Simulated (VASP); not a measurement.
**TlRh2 (C15 type): relaxation of cell and atoms with PBE**

Crystal: TlRh2 (C15 type).

```
CELL_PARAMETERS angstrom
0.00000 3.81260 3.81260
3.81260 0.00000 3.81260
3.81260 3.81260 0.00000
ATOMIC_POSITIONS crystal
Tl 0.12500 0.12500 0.12500
Tl 0.87500 0.87500 0.87500
Rh 0.50000 0.50000 0.50000
Rh 0.50000 0.50000 0.00000
Rh 0.50000 0.00000 0.50000
Rh 0.00000 0.50000 0.50000
```

| Quantity | Value |
| --- | --- |
| Program | VASP 6.6.1 |
| Task | relaxation of cell and atoms |
| Functional | PBE |
| Potentials or basis | VASP PAW PBE potentials, release 64 (Tl_d, Rh_pv) |
| Cutoff | 600 eV |
| k mesh | 7 × 7 × 7 |
| Occupations | fermi-dirac, width 0.05 eV |
| Spin | no spin polarisation |
| Dipole correction | no |
| Further INCAR settings | ALGO = Normal; EDIFF = 1e-06; IBRION = 2; EDIFFG = -0.005; NSW = 70; ISIF = 3 |

```
Relaxed volume                        : 17.74 Å³/atom
Relaxed cell                          : a = 5.319 Å, b = 5.319 Å, c = 5.319 Å, α = 60.00°, β = 60.00°, γ = 60.00°
Space group after relaxing (to 0.1 Å) : Fd-3m (No. 227)
Energy gained by relaxing             : 11.6 meV/atom
Ionic steps                           : 6
Pressure after relaxing               : 0.0 GPa
Band gap on the k mesh                : zero (bands 43 and 44 overlap by 1.26 eV)
```

Step by step:
```csv
step,energy change (eV),largest force (eV/Å),pressure (GPa),volume (Å³)
1,0.0000,0.0000,-4.84,110.84
2,0.0099,0.0000,6.20,102.12
3,-0.0698,0.0000,-0.05,106.46
4,-0.0698,0.0000,0.07,106.37
5,-0.0698,0.0000,-0.06,106.47
6,-0.0698,0.0000,0.00,106.42
```

Final structure:
```
Tl Rh
1.0
     0.00000    3.76130    3.76130
     3.76130    0.00000    3.76130
     3.76130    3.76130    0.00000
Tl Rh
2 4
Direct
  0.12500 0.12500 0.12500
  0.87500 0.87500 0.87500
  0.50000 0.50000 0.50000
  0.50000 0.50000 0.00000
  0.50000 0.00000 0.50000
  0.00000 0.50000 0.50000
```

Levels at points of the mesh, in eV from the Fermi level:
```csv
k point,band 41,band 42,band 43,band 44,band 45,band 46
"(0.00, 0.00, 0.00)",-0.24,1.00,1.00,1.00,1.49,1.49
```

Run time: 13 min on 1 thread of AMD EPYC 7R43 64-Core Processor (Zen 3) (shared host), peak memory 0.36 GiB.

Caveat: spin-orbit coupling is left out, which moves the levels of the heavy elements.
